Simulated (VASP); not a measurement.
LaC:

```
La C
1.0
     4.03622    0.00000    0.00000
    -2.01811    3.49547    0.00000
     0.00000    0.00000    6.61039
La C
2 2
Direct
  0.66667 0.33333 0.00000
  0.33333 0.66667 0.50000
  0.66667 0.33333 0.62520
  0.33333 0.66667 0.12520
```

| Item | Value |
| --- | --- |
| Program | VASP 6.6.1 |
| Task | relaxation of cell and atoms |
| Functional | PBE |
| Potentials or basis | VASP PAW PBE potentials, release 64 (La, C) |
| Cutoff | 600 eV |
| k mesh | 10 × 10 × 6 |
| Occupations | gaussian, width 0.05 eV |
| Spin | no spin polarisation |

At the start: pressure 1.4 GPa; volume 23.32 Å³/atom.

**Question.** How do energy, volume and symmetry change on relaxing?

**Answer.** Over 36 steps the energy falls by 87.8 meV/atom and the volume is 23.88 Å³/atom (+2.4 %); space group P6_3mc (No. 186, to 0.1 Å) before, P6_3/mmc (No. 194, to 0.1 Å).

The path:
```csv
step,energy change (eV),largest force (eV/Å),pressure (GPa),volume (Å³)
1,0.0000,0.0988,1.45,93.26
2,-0.0119,0.0897,-0.60,96.13
3,-0.0125,0.0927,-0.24,95.61
4,-0.0168,0.0926,-0.22,95.54
5,-0.0276,0.0975,-0.20,95.31
6,-0.0597,0.2184,-0.16,94.76
7,-0.1449,0.3246,-0.19,93.29
8,-0.1818,0.6436,3.69,88.76
9,-0.1042,0.7324,7.08,86.91
10,-0.1652,0.6873,4.63,88.22
11,-0.1658,0.6845,4.61,88.22
12,-0.1675,0.6767,4.62,88.23
13,-0.1705,0.6636,4.67,88.25
14,-0.1752,0.6371,4.76,88.30
15,-0.1803,0.5708,5.12,88.36
16,-0.1954,0.4514,6.27,88.40
17,0.1149,0.4083,11.10,88.17
18,-0.1884,0.4960,6.38,88.40
19,-0.1388,0.2622,8.17,88.34
20,-0.1866,0.4926,6.56,88.40
21,-0.2041,0.4429,6.28,88.78
22,-0.2456,0.2916,5.50,89.93
23,-0.2557,0.0995,4.41,92.21
24,-0.2650,0.0860,4.77,91.27
25,-0.2900,0.0876,3.99,91.83
26,-0.3372,0.0866,1.84,93.51
27,-0.3280,0.0667,-1.72,96.92
28,-0.3478,0.0770,0.10,95.06
29,-0.3480,0.0786,0.28,94.89
30,-0.3480,0.0793,0.36,94.82
31,-0.3484,0.0755,0.30,94.89
32,-0.3496,0.0643,0.22,95.11
33,-0.3507,0.0397,0.00,95.54
34,-0.3507,0.0332,-0.06,95.66
35,-0.3509,0.0251,-0.02,95.62
36,-0.3511,0.0030,-0.01,95.52
```

Final structure:
```
La C
1.0
     4.79507    0.00000    0.00000
    -2.39753    4.15265    0.00000
     0.00000    0.00000    4.79701
La C
2 2
Direct
  0.66667 0.33333 0.06249
  0.33333 0.66667 0.56249
  0.66667 0.33333 0.56271
  0.33333 0.66667 0.06271
```

Caveat: a cell axis changed by over 15 % at a fixed basis, so the end point is rough.
